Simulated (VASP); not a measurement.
# KI (Pm-3m) in VASP: a series of runs, part 2 of 2

VASP 6.6.1.

## 3. Relaxation of cell and atoms, PBEsol

This run uses another cell than the first one, of 44.45 Å³/atom.

INCAR reads:

```
PREC = Accurate
ENCUT = 600
EDIFF = 1E-7
ISMEAR = -1
SIGMA = 0.03
LREAL = F
LASPH = T
NELM = 60
ALGO = Normal
ISIF = 3
LWAVE = F
LCHARG = F
GGA = PS
IBRION = 2
NSW = 100
EDIFFG = -0.01
```

KPOINTS reads:

```
Automatic mesh
0
Gamma
  6 6 6
```

POSCAR reads:

```
KI
1.0
    4.4631892000      0.0000000000      0.0000000000
    0.0000000000      4.4631892000      0.0000000000
    0.0000000000      0.0000000000      4.4631892000
K I
1 1
Direct
    0.0000000000      0.0000000000      0.0000000000
    0.5000000000      0.5000000000      0.5000000000
```

Potentials or basis: VASP PAW PBE potentials, release 64 (K_sv, I).

Command:

```
$ cat potpaw_PBE.64/K_sv/POTCAR potpaw_PBE.64/I/POTCAR > POTCAR
$ mpirun -np 1 vasp_std > vasp.out
```

OUTCAR:

```text
PREC = Accurate
   ENCUT = 600
   EDIFF = 1E-7
   ISMEAR = -1
   LREAL = F
   LASPH = T
   NELM = 60
   ISIF = 3
   GGA = PS
   IBRION = 2
   NSW = 100
   EDIFFG = -0.01

 ion  position               nearest neighbor table
   1  0.000  0.000  0.000-
   2  0.500  0.500  0.500-

  LATTYP: Found a simple cubic cell.
 ALAT       =     4.4631892000

  Lattice vectors:

 A1 = (   4.4631892000,   0.0000000000,   0.0000000000)
 A2 = (   0.0000000000,   4.4631892000,   0.0000000000)
 A3 = (   0.0000000000,   0.0000000000,   4.4631892000)

Analysis of symmetry for initial positions (statically):
=====================================================================
 Subroutine PRICEL returns:
 Original cell was already a primitive cell.

 Routine SETGRP: Setting up the symmetry group for a
 simple cubic supercell.

 Subroutine GETGRP returns: Found 48 space group operations
 (whereof 48 operations were pure point group operations)
 out of a pool of 48 trial point group operations.

The static configuration has the point symmetry O_h .

Analysis of symmetry for dynamics (positions and initial velocities):
=====================================================================
 Subroutine PRICEL returns:
 Original cell was already a primitive cell.

 Routine SETGRP: Setting up the symmetry group for a
 simple cubic supercell.

 Subroutine GETGRP returns: Found 48 space group operations
 (whereof 48 operations were pure point group operations)
 out of a pool of 48 trial point group operations.

The dynamic configuration has the point symmetry O_h .

 Subroutine INISYM returns: Found 48 space group operations
 (whereof 48 operations are pure point group operations),
 and found     1 'primitive' translations

----------------------------------------------------------------------------------------

                                     Primitive cell

  volume of cell :      88.9070

  direct lattice vectors                    reciprocal lattice vectors
     4.463189200  0.000000000  0.000000000     0.224055032  0.000000000  0.000000000
     0.000000000  4.463189200  0.000000000     0.000000000  0.224055032  0.000000000
     0.000000000  0.000000000  4.463189200     0.000000000  0.000000000  0.224055032

  length of vectors
     4.463189200  4.463189200  4.463189200     0.224055032  0.224055032  0.224055032

  position of ions in fractional coordinates (direct lattice)
     0.000000000  0.000000000  0.000000000
     0.500000000  0.500000000  0.500000000

  ion indices of the primitive-cell ions
   primitive index   ion index
                 1           1
                 2           2

----------------------------------------------------------------------------------------

 KPOINTS: Automatic mesh

Automatic generation of k-mesh.
 Grid dimensions read from file:
 generate k-points for:    6    6    6

 Generating k-lattice:

  Cartesian coordinates                     Fractional coordinates (reciprocal lattice)
     0.037342505  0.000000000  0.000000000     0.166666667  0.000000000  0.000000000
     0.000000000  0.037342505  0.000000000     0.000000000  0.166666667  0.000000000
     0.000000000  0.000000000  0.037342505     0.000000000  0.000000000  0.166666667

  Length of vectors
     0.037342505  0.037342505  0.037342505

  Shift w.r.t. Gamma in fractional coordinates (k-lattice)
     0.000000000  0.000000000  0.000000000

 Subroutine IBZKPT returns following result:
 ===========================================

 Found     20 irreducible k-points:

 Following reciprocal coordinates:
            Coordinates               Weight
  0.000000  0.000000  0.000000      1.000000
  0.166667  0.000000  0.000000      6.000000
  0.333333  0.000000  0.000000      6.000000
  0.500000  0.000000  0.000000      3.000000
  0.166667  0.166667  0.000000     12.000000
  0.333333  0.166667  0.000000     24.000000
[... 12 lines left out ...]
  0.500000  0.500000  0.333333      6.000000
  0.500000  0.500000  0.500000      1.000000
   k-points           NKPTS =     20   k-points in BZ     NKDIM =     20   number of bands    NBANDS=     12
   number of dos      NEDOS =    301   number of ions     NIONS =      2
   total plane-waves  NPLWV =  46656
   dimension x,y,z NGX =    36 NGY =   36 NGZ =   36
   dimension x,y,z NGXF=    72 NGYF=   72 NGZF=   72
   ions per type =               1   1
   NGX,Y,Z   is equivalent  to a cutoff of  13.41, 13.41, 13.41 a.u.
   NGXF,Y,Z  is equivalent  to a cutoff of  26.82, 26.82, 26.82 a.u.
 SYSTEM =  unknown system
   PREC   = accura    normal or accurate (medium, high low for compatibility)
   ISTART =      0    job   : 0-new  1-cont  2-samecut
   ICHARG =      2    charge: 1-file 2-atom 10-const
   ISPIN  =      1    spin polarized calculation?
   LNONCOLLINEAR =      F non collinear calculations
   LSORBIT =      F    spin-orbit coupling
   LASPH  =      T    aspherical Exc in radial PAW
   ENCUT  =  600.0 eV  44.10 Ry    6.64 a.u.   8.91  8.91  8.91*2*pi/ulx,y,z
   NELM   =     60;   NELMIN=  2; NELMDL= -5     # of ELM steps
   EDIFF  = 0.1E-06   stopping-criterion for ELM
   LREAL  =      F    real-space projection
   EDIFFG = -.1E-01   stopping-criterion for IOM
   NSW    =    100    number of steps for IOM
   IBRION =      2    ionic relax: 0-MD 1-quasi-New 2-CG
   NFREE  =      1    steps in history (QN), initial steepest desc. (CG)
   ISIF   =      3    stress and relaxation
   ISYM   =      2    0-nonsym 1-usesym 2-fastsym
   POTIM  = 0.5000    time-step for ionic-motion
   TEBEG  =    0.0;   TEEND  =   0.0 temperature during run
   PSTRESS=    0.0 pullay stress
   NELECT =      16.0000    total number of electrons
   NUPDOWN=      -1.0000    fix difference up-down
   EMIN   =  10.00;   EMAX   =-10.00  energy-range for DOS
   EFERMI =   0.00;   METHOD = LEGACY
   ISMEAR =    -1;   SIGMA  =   0.03  broadening in eV -4-tet -1-fermi 0-gaus
   EFERMI_NEDOS =   21; number of points for ismear=-14 and -15
   IALGO  =     38    algorithm
   IMIX   =      4    mixing-type and parameters
     AMIX     =   0.40;   BMIX     =  1.00
     AMIX_MAG =   1.60;   BMIX_MAG =  1.00
  volume/ion in A,a.u.               =      44.45       299.99
  Fermi-wavevector in a.u.,A,eV,Ry     =   0.924279  1.746633 11.623332  0.854291
  Thomas-Fermi vector in A             =   2.050007
   LORBIT       =      0    0 simple, 1 ext, 2 COOP (PROOUT), +10 PAW based schemes
   GGA     = PS    functional components
   LHFCALC =     F    Hartree Fock is set to
   AEXX    =    0.0000 exact exchange contribution
   IVDW    =     0    specifies the selected vdW correction
   LEPSILON=     F    determine dielectric tensor
   LRPA    =     F    only Hartree local field effects (RPA)
 conjugate gradient relaxation of ions
 non-spin polarized calculation
  energy-cutoff  :      600.00
  volume of cell :       88.91
 maximum number of plane-waves:      3016
 NGX is ok and might be reduce to    36
   NGX = 17   NGY = 17   NGZ = 17

--------------------------------------- Ionic step        1  -------------------------------------------

 number of electron      15.9999997 magnetization

 Free energy of the ion-electron system (eV)
  ---------------------------------------------------
  ext. energy  EPLUGINS =         0.00000000
  ---------------------------------------------------
  free energy    TOTEN  =        -5.65284163 eV

  energy without entropy =       -5.65284163  energy(sigma->0) =       -5.65284163

------------------------ aborting loop because EDIFF is reached ----------------------------------------

  FORCE on cell =-STRESS in cart. coord.  units (eV):
  Direction    XX          YY          ZZ          XY          YZ          ZX
  --------------------------------------------------------------------------------------
  -------------------------------------------------------------------------------------
  Total       -0.8769600     -0.8769600     -0.8769600      0.0000000      0.0000000     -0.0000000
  in kB      -15.8035430    -15.8035430    -15.8035430      0.0000000      0.0000000     -0.0000000
  external PRESSURE =     -15.8035430 kB  Pullay stress =       0.0000000 kB
[... 93 lines left out ...]
  energy  without entropy=       -5.7274612035  energy(sigma->0) =       -5.72746120

--------------------------------------- Ionic step        4  -------------------------------------------

 number of electron      15.9999997 magnetization

 Free energy of the ion-electron system (eV)
  ---------------------------------------------------
  ext. energy  EPLUGINS =         0.00000000
  ---------------------------------------------------
  free energy    TOTEN  =        -5.72830231 eV

  energy without entropy =       -5.72830231  energy(sigma->0) =       -5.72830231

 E-fermi :   1.7636     XC(G=0):  -8.0579

 val. band max:        1.0761533281   @ k =   0.5000   0.5000   0.0000
 cond. band min:       4.3660465099   @ k =   0.0000   0.0000   0.0000
 fundamental gap:      3.2898931818
 Fermi energy:         1.7635610721

 k-point     1 :       0.0000    0.0000    0.0000
  band No.  band energies     occupation
      1     -28.0738      2.00000
      2     -11.5922      2.00000
      3     -11.5922      2.00000
      4     -11.5922      2.00000
      5     -10.2435      2.00000
      6       0.6837      2.00000
      7       0.6837      2.00000
      8       0.6837      2.00000
      9       4.3660      0.00000
     10       5.6452      0.00000
     11       5.6452      0.00000
     12       9.5112      0.00000
[... 312 lines left out ...]
  FREE ENERGIE OF THE ION-ELECTRON SYSTEM (eV)
  ---------------------------------------------------
  free  energy   TOTEN  =        -5.7283023084 eV

  energy  without entropy=       -5.7283023084  energy(sigma->0) =       -5.72830231

 reached required accuracy - stopping structural energy minimisation
```

It took 61 s on 1 thread of Intel Xeon Platinum 8259CL at 2.50GHz (Skylake/Cascade Lake), shared host; peak memory 0.23 GiB.

Results:

* Free energy: -5.7283 eV
* Relaxed volume: 37.82 Å³/atom
* Relaxed cell: a = 4.229 Å, b = 4.229 Å, c = 4.229 Å, α = 90.00°, β = 90.00°, γ = 90.00°
* Space group after relaxing (to 0.1 Å): Pm-3m (No. 221)
* Energy gained by relaxing: 37.7 meV/atom
* Ionic steps: 4
* Pressure after relaxing: 0.0 GPa
* Band gap on the k mesh: 3.29 eV (least direct gap 3.68 eV)

The path:
```tsv
step	energy change (eV)	largest force (eV/Å)	pressure (GPa)	volume (Å³)
1	0.0000	0.0000	-1.58	88.91
2	-0.0469	0.0000	-1.10	83.38
3	-0.0746	0.0000	-0.23	77.06
4	-0.0755	0.0000	0.04	75.64
```

Final structure:
```
K I
1.0
     4.22909    0.00000    0.00000
     0.00000    4.22909    0.00000
     0.00000    0.00000    4.22909
K I
1 1
Direct
  0.00000 0.00000 0.00000
  0.50000 0.50000 0.50000
```

Levels at points of the mesh, in eV from the valence-band top:
```csv
k point,band 4,band 5,band 6,band 7,band 8,band 9,band 10,band 11,band 12
"(0.00, 0.00, 0.00)",-12.67,-11.32,-0.39,-0.39,-0.39,3.29,4.57,4.57,8.44
"(0.50, 0.00, 0.00)",-12.65,-10.94,-2.50,-0.32,-0.32,5.45,6.05,6.92,7.18
"(0.50, 0.50, 0.00)",-12.64,-10.93,-1.86,-1.86,0.00,3.76,5.61,6.73,6.73
"(0.50, 0.50, 0.50)",-12.75,-10.73,-1.82,-1.82,-1.82,5.53,5.53,5.53,8.99
```

Caveat: the PAW data sets were made with another functional, which shifts forces and pressure a little; spin-orbit coupling is left out, which moves the levels of the heavy elements. A k mesh can miss the band edges.
